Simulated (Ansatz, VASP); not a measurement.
Be in VASP and in Ansatz

```
Be
1.0
     3.74681   -0.01873   -0.01873
    -0.01873    3.74681   -0.01873
    -0.01141   -0.01141    2.28128
Be
4
Direct
  0.29741 0.29741 0.00000
  0.70259 0.70259 0.00000
  0.20259 0.79741 0.50000
  0.79741 0.20259 0.50000
```

Change from the starting cell: equal xy, yz and zx shear strains of -1 %, crystal datasets.

Alike in both runs: task electric field gradients; functional PBEsol; k mesh 9 × 9 × 14; occupations fermi-dirac, width 0.05 eV; no spin polarisation.

|  | VASP | Ansatz |
| --- | --- | --- |
| version | VASP 6.6.1 | Ansatz 0.2.0 |
| potentials or method | VASP PAW PBE potentials, release 64 (Be), cutoff 520 eV | all-electron PAW with datasets made for the crystal, scalar-relativistic |

|  | VASP | Ansatz | Ansatz less VASP |
| --- | --- | --- | --- |
| pressure (GPa) | -0.7 | -1.2 | -0.45 |
| traceless stress, the component that is largest in VASP (GPa) | 1.66 | 1.65 | -0.003 |
| rms of the force components (eV/Å) | 0.016 | 0.016 | -0.0002 |
| size of Vzz on the site where it differs most (V/Å²) | 1.8 | 1.5 | -0.30 |

VASP's potentials were made for PBE, not for PBEsol. Atom by atom the forces differ by 0.002 eV/Å (rms over components). Ansatz ran all-electron here, and VASP with PAW potentials.
